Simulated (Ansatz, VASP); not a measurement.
Ag: VASP beside Ansatz

File INCAR:

```
SYSTEM = Ag
PREC = Accurate
ENCUT = 520
EDIFF = 1E-6
ISMEAR = -1
SIGMA = 0.05
LREAL = .FALSE.
LASPH = .TRUE.
NELM = 100
ALGO = Normal
ISIF = 2
LWAVE = .FALSE.
LCHARG = .TRUE.
LELF = .TRUE.
LVHAR = .TRUE.
NBANDS = 18
```

File KPOINTS:

```
regular mesh
0
G
  14 14 8
  0 0 0
```

File POSCAR:

```
Ag
1.0
    2.9299980804      0.0000000000      0.0000000000
   -1.4649990402      2.5374527707      0.0000000000
    0.0000000000      0.0000000000      4.8858000000
Ag
2
Direct
    0.3333333333      0.6666666667      0.2500000000
    0.6666666667      0.3333333333      0.7500000000
```

Input for Ansatz:

```yaml
crystal:
  lattice:
    - [2.9299980804, 0.0, 0.0]
    - [-1.4649990402, 2.5374527707, 0.0]
    - [0.0, 0.0, 4.8858]
  atoms:
    - { symbol: Ag, position: [0.3333333333, 0.6666666667, 0.25] }
    - { symbol: Ag, position: [0.6666666667, 0.3333333333, 0.75] }
kpoints:
  mp_grid: { grid: [14, 14, 8] }
  band_path:
    path:
      - [0.0, 0.0, 0.0]
      - [0.5, 0.0, 0.0]
      - [0.3333333333, 0.3333333333, 0.0]
      - [0.0, 0.0, 0.0]
      - [0.0, 0.0, 0.5]
      - [0.5, 0.0, 0.5]
      - [0.3333333333, 0.3333333333, 0.5]
      - [0.0, 0.0, 0.5]
      - [0.5, 0.0, 0.5]
    npoints: 5
scf:
  occupations: { method: fermi_dirac, width: 0.05 }
hamiltonian:
  xc: lda
  pseudopotentials: { kind: all_electron, lapw: { basis_error: 0.00025 } }
output:
  forces: true
  stress: true
  eigenvalues: true
```

Change from the starting cell: zz strain of +2 %.

Alike in both runs: task single point; functional LDA; k mesh 14 × 14 × 8; occupations fermi-dirac, width 0.05 eV; no spin polarisation.

|  | VASP | Ansatz |
| --- | --- | --- |
| version | VASP 6.6.1 | Ansatz 0.2.0 |
| potentials or method | VASP PAW LDA potentials, release 64 (Ag), cutoff 520 eV | all-electron LAPW, scalar-relativistic |

Ansatz gave:

```
pressure (GPa)                                                : -11.9
traceless stress, the component that is largest in VASP (GPa) : -0.99
```

Task: Which values does VASP return?

Result: Pressure (GPa): -11.7; traceless stress, the component that is largest in VASP (GPa): -1.01.

LDA's correlation is that of Perdew and Zunger in VASP and of Perdew and Wang (1992) in Ansatz. Ansatz ran all-electron here, and VASP with PAW potentials.
